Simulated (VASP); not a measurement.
Input of a VASP 6.6.1 run:

The input POSCAR:

```
ZnS
1.0
    3.7682673919      0.0000000000      0.0000000000
   -1.8841336960      3.2634152896      0.0000000000
    0.0000000000      0.0000000000      6.1826427163
Zn S
2 2
Direct
    0.3333333333      0.6666666667      0.0053880709
    0.6666666667      0.3333333333      0.5053880709
    0.3333333333      0.6666666667      0.3796119291
    0.6666666667      0.3333333333      0.8796119291
```

Contents of INCAR.step1:

```
ALGO     = Normal         # electronic algorithm
EDIFF    = 1E-4           # SCF threshold, eV
ENCUT    = 600            # plane-wave cutoff, eV
GGA      = PE             # functional
ISMEAR   = 0              # smearing method
LASPH    = T              # aspherical terms in the spheres
LCHARG   = F              # write CHGCAR
LREAL    = F              # projectors in reciprocal space
LWAVE    = T              # write WAVECAR
NELM     = 100            # most SCF steps
PREC     = Accurate       # precision mode
SIGMA    = 0.02           # smearing width, eV
```

Contents of INCAR.step2:

```
ALGO     = Normal         # electronic algorithm
EDIFF    = 1E-6           # SCF threshold, eV
EDIFFG   = -0.01          # ionic threshold
ENCUT    = 600            # plane-wave cutoff, eV
IBRION   = 2              # ionic algorithm
ISIF     = 4              # what is computed and relaxed
ISMEAR   = 0              # smearing method
ISTART   = 1            
LASPH    = T              # aspherical terms in the spheres
LCHARG   = F              # write CHGCAR
LMIXTAU  = T            
LREAL    = F              # projectors in reciprocal space
LWAVE    = F              # write WAVECAR
METAGGA  = R2SCAN         # meta-GGA
NELM     = 100            # most SCF steps
NSW      = 50             # ionic steps
PREC     = Accurate       # precision mode
SIGMA    = 0.02           # smearing width, eV
```

KPOINTS

```
k-points
0
Gamma
  6 6 4
```

Potentials or basis: VASP PAW PBE potentials, release 64 (Zn, S).

Launch:

```bash
$ cat potpaw_PBE.64/Zn/POTCAR potpaw_PBE.64/S/POTCAR > POTCAR
$ cp INCAR.step1 INCAR
$ mpirun -np 1 vasp_std > vasp.out
$ cp INCAR.step2 INCAR
$ mpirun -np 1 vasp_std > vasp.out
```

(1) Estimate the band gap on the k mesh.

Results:

(1) 2.93 eV.

Caveat: the relaxation stopped at its first step, so nothing moved.
